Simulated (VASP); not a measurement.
Write the native input for VASP 6.6.1 that does the following.

```
Task                   : electric field gradients
Functional             : LDA
Potentials or basis    : VASP PAW LDA potentials, release 64 (Cu, I)
Cutoff                 : 520 eV
k mesh                 : 9 × 9 × 9
Occupations            : fermi-dirac, width 0.03 eV
Spin                   : no spin polarisation
Dipole correction      : no
Further INCAR settings : ALGO = Normal; EDIFF = 1e-08; NBANDS = 16
```

The structure of CuI lies in POSCAR:

```
CuI
1.0
    0.0000000000      2.9905287613      2.9905287613
    2.9905287613      0.0000000000      2.9905287613
    2.9905287613      2.9905287613      0.0000000000
Cu I
1 1
Direct
    0.7500000000      0.7500000000      0.7500000000
    0.0000000000      0.0000000000      0.0000000000
```

This cell differs from its parent crystal: functional lda, volume scaled by 0.96.

One way to write it, as run:

INCAR

```
PREC     = Accurate       # precision mode
ENCUT    = 520            # plane-wave cutoff, eV
EDIFF    = 1E-8           # SCF threshold, eV
ISMEAR   = -1             # smearing method
SIGMA    = 0.03           # smearing width, eV
LREAL    = False          # projectors in reciprocal space
LASPH    = True           # aspherical terms in the spheres
NELM     = 100            # most SCF steps
ALGO     = Normal         # electronic algorithm
ISIF     = 2              # what is computed and relaxed
LWAVE    = False          # write WAVECAR
LCHARG   = False          # write CHGCAR
GGA      = CA             # functional
LEFG     = True         
NBANDS   = 16             # bands
```

KPOINTS

```
regular mesh
0
Gamma
  9 9 9
```

Potentials or basis: VASP PAW LDA potentials, release 64 (Cu, I).

The run is started by

```console
$ cat potpaw_LDA.64/Cu/POTCAR potpaw_LDA.64/I/POTCAR > POTCAR
$ mpirun -np 1 vasp_std > vasp.out
```

It gave:

The pressure is -2.8 GPa and the band gap on the k mesh is 1.11 eV, direct.

Caveat: without QUAD_EFG the Cq values of the log hold for a quadrupole moment of 1 mb, not for the nuclei; spin-orbit coupling is left out, which moves the levels of the heavy elements.

Wall time 68 s on 1 thread of AMD EPYC 7R13, with other jobs on the host, peak memory 0.14 GiB.
